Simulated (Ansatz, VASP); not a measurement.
# One calculation of Re, two programs

INCAR

```
PREC = Accurate
ENCUT = 600
EDIFF = 1E-6
ISMEAR = 0
SIGMA = 0.1
LREAL = F
LASPH = T
NELM = 120
ALGO = Normal
ISIF = 2
LWAVE = F
LCHARG = T
GGA = PS
LELF = T
LVHAR = T
NBANDS = 22
GGA_COMPAT = F
```

Contents of KPOINTS:

```
Automatic mesh
0
Gamma
  18 18 6
```

POSCAR

```
Re
1.0
    2.6936590693      0.0000000000      0.0000000000
   -1.3468295346      2.3327771831      0.0000000000
    0.0000000000      0.0000000000      8.9720082755
Re
4
Direct
    0.0000000000      0.0000000000      0.0000000000
    0.3333333300      0.6666666700      0.2500000000
    0.0000000000      0.0000000000      0.5000000000
    0.6666666700      0.3333333300      0.7500000000
```

Input for Ansatz:

```yaml
crystal:
  lattice:
    - [2.6936590693, 0.0, 0.0]
    - [-1.3468295346, 2.3327771831, 0.0]
    - [0.0, 0.0, 8.9720082755]
  atoms:
    - { symbol: Re, position: [0.0, 0.0, 0.0] }
    - { symbol: Re, position: [0.33333333, 0.66666667, 0.25] }
    - { symbol: Re, position: [0.0, 0.0, 0.5] }
    - { symbol: Re, position: [0.66666667, 0.33333333, 0.75] }
basis:
  ecutwfc: 420
kpoints:
  mp_grid: { grid: [18, 18, 6] }
hamiltonian:
  xc: pbesol
scf:
  occupations: { method: gaussian, width: 0.1 }
output:
  forces: true
  stress: true
  eigenvalues: true
```

Alike in both runs: task single point; functional PBEsol; k mesh 18 × 18 × 6; occupations gaussian, width 0.1 eV; no spin polarisation.

```csv
,VASP,Ansatz
version,VASP 6.6.1,Ansatz 0.2.0
potentials or method,"VASP PAW PBE potentials, release 64 (Re), cutoff 600 eV","scalar-relativistic, plane waves, PAW"
valence electrons in the cell,28,60
```

|  | VASP | Ansatz | Ansatz less VASP |
| --- | --- | --- | --- |
| gap on the k mesh at the Fermi level (eV) | none | none | - |
| pressure (GPa) | 14.2 | 13.7 | -0.53 |
| traceless stress, the component that is largest in VASP (GPa) | -12.99 | -13.08 | -0.092 |

VASP's potentials were made for PBE, not for PBEsol. A gap of «none» marks a metal or a gap that the smearing closes. The functional is the same, so the differences come from potentials, cutoffs and numerics. VASP's potentials hold 28 valence electrons a cell and Ansatz's 60, so a difference there can come from the potentials and not from the codes.

Neither program's run includes spin-orbit coupling.
